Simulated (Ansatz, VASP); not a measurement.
**SrO: VASP beside Ansatz**

File POSCAR:

```
SrO
1.0
    0.0000000000      2.5024955561      2.5024955561
    2.5024955561      0.0000000000      2.5024955561
    2.5024955561      2.5024955561      0.0000000000
Sr O
1 1
Direct
    0.0000000000      0.0000000000      0.0000000000
    0.5000000000      0.5000000000      0.5000000000
```

File INCAR.step1:

```
SYSTEM = SrO
ALGO     = Normal         ! electronic algorithm
EDIFF    = 1E-4           ! SCF threshold, eV
ENCUT    = 520            ! plane-wave cutoff, eV
GGA      = PE             ! functional
GGA_COMPAT= .FALSE.      
ISMEAR   = 0              ! smearing method
LASPH    = .TRUE.         ! aspherical terms in the spheres
LCHARG   = .FALSE.        ! write CHGCAR
LREAL    = .FALSE.        ! projectors in reciprocal space
LSORBIT  = .TRUE.         ! spin-orbit coupling
LWAVE    = .TRUE.         ! write WAVECAR
MAGMOM   = 0 0 0 0 0 0    ! initial moments
NBANDS   = 28             ! bands
NELM     = 150            ! most SCF steps
PREC     = Accurate       ! precision mode
SIGMA    = 0.01           ! smearing width, eV
```

INCAR.step2

```
SYSTEM = SrO
ALGO     = Normal         ! electronic algorithm
EDIFF    = 1E-6           ! SCF threshold, eV
ENCUT    = 520            ! plane-wave cutoff, eV
GGA_COMPAT= .FALSE.      
ISIF     = 2              ! what is computed and relaxed
ISMEAR   = 0              ! smearing method
ISTART   = 1            
LASPH    = .TRUE.         ! aspherical terms in the spheres
LCHARG   = .TRUE.         ! write CHGCAR
LMIXTAU  = .TRUE.       
LORBIT   = 11             ! projections on sites
LORBMOM  = .TRUE.       
LREAL    = .FALSE.        ! projectors in reciprocal space
LSORBIT  = .TRUE.         ! spin-orbit coupling
LVHAR    = .TRUE.       
LWAVE    = .FALSE.        ! write WAVECAR
MAGMOM   = 0 0 0 0 0 0    ! initial moments
METAGGA  = R2SCAN         ! meta-GGA
NBANDS   = 28             ! bands
NELM     = 150            ! most SCF steps
PREC     = Accurate       ! precision mode
SIGMA    = 0.01           ! smearing width, eV
```

The input KPOINTS:

```
k-points
0
G
  8 8 8
  0 0 0
```

Input for Ansatz:

```yaml
crystal:
  lattice:
    - [0.0, 2.5024955561, 2.5024955561]
    - [2.5024955561, 0.0, 2.5024955561]
    - [2.5024955561, 2.5024955561, 0.0]
  atoms:
    - { symbol: Sr, position: [0.0, 0.0, 0.0] }
    - { symbol: O, position: [0.5, 0.5, 0.5] }
kpoints:
  mp_grid: { grid: [8, 8, 8] }
  band_path:
    path:
      - [0.0, 0.0, 0.0]
      - [0.5, 0.0, 0.5]
      - [0.625, 0.25, 0.625]
      - [0.375, 0.375, 0.75]
      - [0.5, 0.5, 0.5]
      - [0.5, 0.25, 0.75]
      - [0.0, 0.5, 0.5]
    npoints: 1
hamiltonian:
  xc: r2scan
scf:
  occupations: { method: fixed }
  n_extra_bands: 8
magnetization:
  noncollinear: true
  spin_orbit: true
output:
  forces: true
  stress: true
  eigenvalues: true
```

Change from the starting cell: hydrostatic strain -3.0%.

Alike in both runs: task single point; functional r2SCAN; k mesh 8 × 8 × 8; non-collinear spin, spin-orbit coupling.

|  | VASP | Ansatz |
| --- | --- | --- |
| version | VASP 6.6.1 | Ansatz 0.2.0 |
| potentials or method | VASP PAW PBE potentials, release 64 (Sr_sv, O) | plane waves, PAW |
| plane-wave cutoff (eV) | 520 | 500 |
| occupations | gaussian, width 0.01 eV | fixed |
| valence electrons in the cell | 16 | 16 |

|  | VASP | Ansatz | Ansatz less VASP |
| --- | --- | --- | --- |
| pressure (GPa) | 11.3 | 10.5 | -0.80 |
| net moment per atom (μB) | 0.00 | 0.00 | 0.000 |

VASP's potentials were made for PBE, not for r2SCAN.
